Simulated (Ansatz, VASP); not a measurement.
**One calculation of Se, two programs**

The input INCAR:

```
SYSTEM = Se
PREC = Accurate
ENCUT = 600
EDIFF = 1E-6
ISMEAR = 0
SIGMA = 0.1
LREAL = .False.
LASPH = .True.
NELM = 100
ALGO = Normal
ISIF = 3
LWAVE = .False.
LCHARG = .False.
GGA = PE
IBRION = 2
NSW = 100
EDIFFG = -0.01
```

KPOINTS

```
regular mesh
0
Gamma
  8 8 8
  0 0 0
```

Contents of POSCAR:

```
Se
1.0
    5.5764038825      0.0000000000      0.0000000000
    0.0000000000      5.5764038825      0.0000000000
    0.0000000000      0.0000000000      5.2243508339
Se
6
Direct
    0.0000000000      0.0000000000      0.7500000000
    0.0000000000      0.0000000000      0.2500000000
    0.2037054189      0.5000000000      0.0000000000
    0.5000000000      0.2037054189      0.5000000000
    0.5000000000      0.7962945811      0.5000000000
    0.7962945811      0.5000000000      0.0000000000
```

Input for Ansatz:

```yaml
crystal:
  lattice:
    - [5.5764038825, 0.0, 0.0]
    - [0.0, 5.5764038825, 0.0]
    - [0.0, 0.0, 5.2243508339]
  atoms:
    - { symbol: Se, position: [0.0, 0.0, 0.75] }
    - { symbol: Se, position: [0.0, 0.0, 0.25] }
    - { symbol: Se, position: [0.2037054189, 0.5, 0.0] }
    - { symbol: Se, position: [0.5, 0.2037054189, 0.5] }
    - { symbol: Se, position: [0.5, 0.7962945811, 0.5] }
    - { symbol: Se, position: [0.7962945811, 0.5, 0.0] }
basis:
  ecutwfc: 420
kpoints:
  mp_grid: { grid: [8, 8, 8] }
hamiltonian:
  xc: pbe
scf:
  occupations: { method: gaussian, width: 0.1 }
output:
  forces: true
  stress: true
  eigenvalues: true
relax:
  adjacent_minimum: "off"
  f_tol: 0.01
  max_steps: 80
  cell: { stress_tol: 0.05 }
```

Alike in both runs: task relaxation of cell and atoms; functional PBE; k mesh 8 × 8 × 8; occupations gaussian, width 0.1 eV; no spin polarisation.

|  | VASP | Ansatz |
| --- | --- | --- |
| version | VASP 6.6.1 | Ansatz 0.2.0 |
| potentials or method | VASP PAW PBE potentials, release 64 (Se), cutoff 600 eV | scalar-relativistic, plane waves, PAW |
| valence electrons in the cell | 36 | 96 |

```tsv
	VASP	Ansatz	Ansatz less VASP
gap on the k mesh at the Fermi level, each at its own relaxed structure (eV)	none	none	-
relaxed volume (Å³/atom)	28.99	28.98	-0.011
relaxed cell length with the largest relative difference (Å)	4.989	4.992	+0.0036
```

A gap of «none» marks a metal or a gap that the smearing closes. VASP's potentials hold 36 valence electrons a cell and Ansatz's 96, so a difference there can come from the potentials and not from the codes.
